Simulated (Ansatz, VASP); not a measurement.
# Be4ZnTe: VASP beside Ansatz

```
CELL_PARAMETERS angstrom
4.54490 0.00000 0.00000
-2.27245 3.93600 0.00000
0.00000 0.00000 6.09373
ATOMIC_POSITIONS crystal
Be 0.33333 0.66667 0.16551
Be 0.33333 0.66667 0.83449
Be 0.33333 0.66667 0.50000
Be 0.66667 0.33333 0.00000
Zn 0.66667 0.33333 0.50000
Te 0.00000 0.00000 0.50000
```

Alike in both runs: functional PBE; k mesh 5 × 5 × 3; occupations gaussian, width 0.2 eV; no spin polarisation.

Ansatz relaxed the structure, and its values are those at the end. VASP's run is a single point on that final structure, the one shown.

|  | VASP | Ansatz |
| --- | --- | --- |
| version | VASP 6.6.1 | Ansatz 0.2.0 |
| potentials or method | VASP PAW PBE potentials, release 64 (Be, Zn, Te), cutoff 600 eV | scalar-relativistic, plane waves, PAW |
| valence electrons in the cell | 26 | 36 |

|  | VASP | Ansatz | Ansatz less VASP |
| --- | --- | --- | --- |
| gap on the k mesh at the Fermi level (eV) | none | none | - |
| pressure (GPa) | 0.1 | 0.0 | -0.10 |
| rms of the force components (eV/Å) | 0.007 | 0.006 | -0.0006 |

A gap of «none» marks a metal or a gap that the smearing closes. With one functional, cell and mesh, what is left measures potentials, basis and numerics. VASP's potentials hold 26 valence electrons a cell and Ansatz's 36, so a difference there can come from the potentials and not from the codes.

Spin-orbit coupling is off throughout.
